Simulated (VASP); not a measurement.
A run of VASP 6.6.1 is set up as follows.

INCAR

```
ALGO = Normal
EDIFF = 1E-6
ENCUT = 520
GGA = PE
ISIF = 2
ISMEAR = -1
LASPH = True
LCHARG = False
LREAL = False
LWAVE = False
NBANDS = 16
NELM = 60
PREC = Accurate
SIGMA = 0.02
```

File KPOINTS:

```
k-points
0
Gamma
  14 14 14
```

Contents of POSCAR:

```
ZnS
1.0
    0.0000000000      2.7072500000      2.6801775000
    2.7072500000      0.0000000000      2.6801775000
    2.7072500000      2.7072500000      0.0000000000
Zn S
1 1
Direct
    0.0000000000      0.0000000000      0.0000000000
    0.2500000000      0.2500000000      0.2500000000
```

Potentials or basis: VASP PAW PBE potentials, release 64 (Zn, S).

Run with:

```console
$ cat potpaw_PBE.64/Zn/POTCAR potpaw_PBE.64/S/POTCAR > POTCAR
$ mpirun -np 1 vasp_std > vasp.out
```

(1) Predict the band gap on the k mesh.

(2) Estimate the pressure.

Results:

(1) 2.11 eV, direct.

(2) 2.1 GPa.

Caveat: the cell differs from its parent crystal (z stretched by -1 %, then relaxed in part).
